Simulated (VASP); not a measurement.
# GeW (Fm-3m) in VASP: settings compared, part 2 of 2

VASP 6.6.1.

### Step 4. Relaxation of cell and atoms, RPBE+D3(BJ)

Input file INCAR:

```
SYSTEM = GeW
  PREC = Accurate
  ENCUT = 600
  EDIFF = 1E-6
  ISMEAR = -1
  SIGMA = 0.05
  LREAL = .False.
  LASPH = .True.
  NELM = 60
  ALGO = Normal
  ISIF = 3
  LWAVE = .False.
  LCHARG = .False.
  GGA = RP
  IVDW = 12
  IBRION = 2
  NSW = 60
  EDIFFG = -0.01
```

Input file KPOINTS:

```
regular mesh
0
Gamma
  9 9 9
  0 0 0
```

Input file POSCAR:

```
GeW
1.0
    0.0000000000      2.5776100000      2.5776100000
    2.5776100000      0.0000000000      2.5776100000
    2.5776100000      2.5776100000      0.0000000000
Ge W
1 1
Direct
    0.5000000000      0.5000000000      0.5000000000
    0.0000000000      0.0000000000      0.0000000000
```

Run with:

```
$ cat potpaw_PBE.64/Ge_d/POTCAR potpaw_PBE.64/W_sv/POTCAR > POTCAR
$ mpirun -np 1 vasp_std > vasp.out
```

Run time: 4.3 min. Hardware: 1 thread of Intel Xeon Platinum 8259CL at 2.50GHz (Skylake/Cascade Lake), shared host; peak memory 0.21 GiB.

Results (log left out):

```yaml
Free_energy: -21.2165 eV
Relaxed_volume: 14.60 Å³/atom
Relaxed_cell: a = 3.457 Å, b = 3.457 Å, c = 3.457 Å, α = 60.00°, β = 60.00°, γ = 60.00°
Space_group_after_relaxing_to_0.05_Å: Fm-3m (No. 225)
Energy_gained_by_relaxing: 263.9 meV/atom
Ionic_steps: 16
Pressure_after_relaxing: -0.1 GPa
Band_gap_on_the_k_mesh: zero (band 14 reaches 12.01 eV, above the bottom of band 15 at 9.89 eV)
Dispersion_energy_per_atom: -3.554 eV
```

The path:
```tsv
step	energy change (eV)	largest force (eV/Å)	pressure (GPa)	volume (Å³)
1	0.0000	0.0000	-29.01	34.25
2	2.7268	0.0000	170.95	21.06
3	-0.5205	0.0000	-4.34	29.73
4	-0.5269	0.0000	-1.69	29.39
5	-0.5279	0.0000	0.17	29.19
6	-0.5277	0.0000	-0.63	29.29
7	-0.5277	0.0000	-0.66	29.28
8	-0.5277	0.0000	-0.44	29.27
9	-0.5277	0.0000	-0.59	29.27
10	-0.5277	0.0000	-0.59	29.27
11	-0.5278	0.0000	-0.61	29.27
12	-0.5278	0.0000	-0.52	29.27
13	-0.5278	0.0000	-0.49	29.26
14	-0.5278	0.0000	-0.35	29.25
15	-0.5278	0.0000	-0.36	29.24
16	-0.5279	0.0000	-0.09	29.20
```

Final structure:
```xyz
2
Lattice="0.0000 2.4442 2.4442 2.4442 0.0000 2.4442 2.4442 2.4442 0.0000" Properties=species:S:1:pos:R:3 pbc="T T T"
Ge    2.4442    2.4442    2.4442
W     0.0000    2.4442    2.4442
```

Levels at points of the mesh, in eV from the Fermi level:
```
           k point  band 11  band 12  band 13  band 14  band 15  band 16  band 17  band 18
(0.00, 0.00, 0.00)    -2.08    -2.08    -2.08    -1.03    -1.03     2.82     2.82     2.82
```

Caveat: the PAW data sets were made with another functional, which shifts forces and pressure a little; spin-orbit coupling is left out, which moves the levels of the heavy elements; pairwise dispersion overbinds metals, which lowers pressure and volume.

### Step 5. Relaxation of cell and atoms, RPBE+D4

Input file INCAR:

```
SYSTEM = GeW
PREC = Accurate
ENCUT = 600
EDIFF = 1E-7
ISMEAR = -1
SIGMA = 0.05
LREAL = .False.
LASPH = .True.
NELM = 60
ALGO = Normal
ISIF = 3
LWAVE = .False.
LCHARG = .False.
GGA = RP
IVDW = 13
IBRION = 2
NSW = 60
EDIFFG = -0.01
```

Input file KPOINTS:

```
Automatic mesh
0
Gamma
  9 9 9
  0 0 0
```

POSCAR is that of step 4.

Run with:

```
$ cat potpaw_PBE.64/Ge_d/POTCAR potpaw_PBE.64/W_sv/POTCAR > POTCAR
$ mpirun -np 1 vasp_std > vasp.out
```

Run time: 95 s. Hardware: 1 thread of Intel Xeon Platinum 8259CL at 2.50GHz (Skylake/Cascade Lake), shared host; peak memory 0.19 GiB.

Results (log left out):

- Free energy: -16.6407 eV
- Relaxed volume: 16.65 Å³/atom
- Relaxed cell: a = 3.612 Å, b = 3.612 Å, c = 3.612 Å, α = 60.00°, β = 60.00°, γ = 60.00°
- Space group after relaxing (to 0.05 Å): Fm-3m (No. 225)
- Energy gained by relaxing: 7.6 meV/atom
- Ionic steps: 3
- Pressure after relaxing: -0.1 GPa
- Band gap on the k mesh: zero (band 14 reaches 10.10 eV, above the bottom of band 15 at 8.30 eV)
- Dispersion energy per atom: -0.955 eV

Step by step:
```csv
step,energy change (eV),largest force (eV/Å),pressure (GPa),volume (Å³)
1,0.0000,0.0000,-4.96,34.25
2,0.0341,0.0000,10.33,31.69
3,-0.0153,0.0000,-0.07,33.31
```

Final structure:
```
CELL_PARAMETERS angstrom
0.00000 2.55372 2.55372
2.55372 0.00000 2.55372
2.55372 2.55372 0.00000
ATOMIC_POSITIONS crystal
Ge 0.50000 0.50000 0.50000
W 0.00000 0.00000 0.00000
```

Levels at points of the mesh, in eV from the Fermi level:
```tsv
k point	band 11	band 12	band 13	band 14	band 15	band 16	band 17	band 18
(0.00, 0.00, 0.00)	-1.69	-1.69	-1.69	-0.91	-0.91	2.50	2.50	2.50
```

Caveat: the PAW data sets were made with another functional, which shifts forces and pressure a little; spin-orbit coupling is left out, which moves the levels of the heavy elements; pairwise dispersion overbinds metals, which lowers pressure and volume.

### Step 6. Relaxation of cell and atoms, revPBE+D3(BJ)

Input file INCAR:

```
PREC = Accurate
ENCUT = 600
EDIFF = 1E-6
ISMEAR = -1
SIGMA = 0.05
LREAL = False
LASPH = True
NELM = 60
ALGO = Normal
ISIF = 3
LWAVE = False
LCHARG = False
GGA = RE
IVDW = 12
IBRION = 2
NSW = 60
EDIFFG = -0.01
```

Input file KPOINTS:

```
regular mesh
0
Gamma
  9 9 9
```

POSCAR is that of step 5.

Potentials or basis: VASP PAW PBE potentials, release 64 (Ge_d, W_sv).

Run with:

```
$ cat potpaw_PBE.64/Ge_d/POTCAR potpaw_PBE.64/W_sv/POTCAR > POTCAR
$ mpirun -np 1 vasp_std > vasp.out
```

OUTCAR:

```text
PREC = Accurate
   ENCUT = 600
   EDIFF = 1E-6
   ISMEAR = -1
   LREAL = False
   LASPH = True
   NELM = 60
   ISIF = 3
   GGA = RE
   IVDW = 12
   IBRION = 2
   NSW = 60
   EDIFFG = -0.01
 IVDW          = 12

 ion  position               nearest neighbor table
   1  0.500  0.500  0.500-   2 2.58   2 2.58   2 2.58   2 2.58   2 2.58   2 2.58
   2  0.000  0.000  0.000-   1 2.58   1 2.58   1 2.58   1 2.58   1 2.58   1 2.58

  LATTYP: Found a face centered cubic cell.
 ALAT       =     5.1552200000

  Lattice vectors:

 A1 = (   0.0000000000,   2.5776100000,   2.5776100000)
 A2 = (   2.5776100000,   0.0000000000,   2.5776100000)
 A3 = (   2.5776100000,   2.5776100000,   0.0000000000)

Analysis of symmetry for initial positions (statically):
=====================================================================
 Subroutine PRICEL returns:
 Original cell was already a primitive cell.

[... 336 lines left out ...]
 fundamental gap:      0.0177939882
 Fermi energy:        10.0372697228

 k-point     1 :       0.0000    0.0000    0.0000
  band No.  band energies     occupation
      1     -64.4023      2.00000
      2     -28.6210      2.00000
      3     -28.6210      2.00000
      4     -28.6210      2.00000
      5     -14.5540      2.00000
      6     -14.5540      2.00000
[... 614 lines left out ...]
--------------------------------------- Ionic step        8  -------------------------------------------

 number of electron      28.0000011 magnetization

 Free energy of the ion-electron system (eV)
  ---------------------------------------------------
  ext. energy  EPLUGINS =         0.00000000
  ---------------------------------------------------
  free energy    TOTEN  =       -14.89847450 eV

  energy without entropy =      -14.87516929  energy(sigma->0) =      -14.88682190

 E-fermi :   9.6108     XC(G=0): -12.5638

 val. band max:        9.6106709929   @ k =   0.3333   0.1111   0.0000
 cond. band min:       9.6205885488   @ k =   0.3333   0.2222   0.0000
 fundamental gap:      0.0099175559
 Fermi energy:         9.6108214960

 k-point     1 :       0.0000    0.0000    0.0000
  band No.  band energies     occupation
      1     -64.8661      2.00000
      2     -29.0699      2.00000
      3     -29.0699      2.00000
      4     -29.0699      2.00000
      5     -14.9332      2.00000
      6     -14.9332      2.00000
[... 528 lines left out ...]
  FREE ENERGIE OF THE ION-ELECTRON SYSTEM (eV)
  ---------------------------------------------------
  free  energy   TOTEN  =       -16.8472487101 eV

  energy  without entropy=      -16.8239434980  energy(sigma->0) =      -16.83559610

 reached required accuracy - stopping structural energy minimisation
```

CONTCAR:

```text
GeW
   1.00000000000000
     0.0000000000000000    2.5460219065649836    2.5460219065649836
     2.5460219065649836    0.0000000000000000    2.5460219065649836
     2.5460219065649836    2.5460219065649836   -0.0000000000000000
  Ge              W
     1     1
Direct
     0.5000000000000000    0.5000000000000000    0.5000000000000000
     0.0000000000000000    0.0000000000000000    0.0000000000000000

  0.00000000E+00  0.00000000E+00  0.00000000E+00
  0.00000000E+00  0.00000000E+00  0.00000000E+00
```

Wall time 3.1 min (1 thread of Intel Xeon Platinum 8259CL at 2.50GHz (Skylake/Cascade Lake), shared host); peak memory 0.2 GiB.

What came out:

```
Free energy                            : -16.8472 eV
Relaxed volume                         : 16.50 Å³/atom
Relaxed cell                           : a = 3.601 Å, b = 3.601 Å, c = 3.601 Å, α = 60.00°, β = 60.00°, γ = 60.00°
Space group after relaxing (to 0.05 Å) : Fm-3m (No. 225)
Energy gained by relaxing              : 13.0 meV/atom
Ionic steps                            : 8
Pressure after relaxing                : -0.1 GPa
Band gap on the k mesh                 : zero (band 14 reaches 10.20 eV, above the bottom of band 15 at 8.38 eV)
Dispersion energy per atom             : -0.974 eV
```

Step by step:
```tsv
step	energy change (eV)	largest force (eV/Å)	pressure (GPa)	volume (Å³)
1	0.0000	0.0000	-6.47	34.25
2	0.0591	0.0000	13.83	30.94
3	-0.0260	0.0000	-0.14	33.04
4	-0.0261	0.0000	-0.15	33.01
5	-0.0058	0.0000	6.46	31.96
6	-0.0261	0.0000	0.25	32.99
7	-0.0259	0.0000	-0.48	33.09
8	-0.0261	0.0000	-0.06	33.01
```

Final structure:
```
Ge W
1.0
     0.00000    2.54602    2.54602
     2.54602    0.00000    2.54602
     2.54602    2.54602    0.00000
Ge W
1 1
Cartesian
  2.5460 2.5460 2.5460
  0.0000 0.0000 0.0000
```

Caveat: the PAW data sets were made with another functional, which shifts forces and pressure a little; spin-orbit coupling is left out, which moves the levels of the heavy elements; pairwise dispersion overbinds metals, which lowers pressure and volume.

### Step 7. Overview

| level | gap on the mesh (eV) | pressure (GPa) | relaxed volume (Å³/atom) |
| --- | --- | --- | --- |
| PBEsol+D3(BJ) | none | -0.1 | 16.16 |
| PBEsol+D4 | none | 0.0 | 16.36 |
| RPBE+D3(BJ) | none | -0.1 | 14.60 |
| RPBE+D4 | none | -0.1 | 16.65 |
| revPBE+D3(BJ) | none | -0.1 | 16.50 |

Alike in all rows: task relaxation of cell and atoms; potentials or basis VASP PAW PBE potentials, release 64 (Ge_d, W_sv); no spin polarisation; cell relaxed; k mesh 9 × 9 × 9; cutoff (eV) 600; smearing fermi-dirac 0.05 eV.

Caveats: the PAW data sets were made with another functional, which shifts forces and pressure a little; spin-orbit coupling is left out, which moves the levels of the heavy elements; pairwise dispersion overbinds metals, which lowers pressure and volume.

Absolute energies hang on the potentials; compare differences alone.
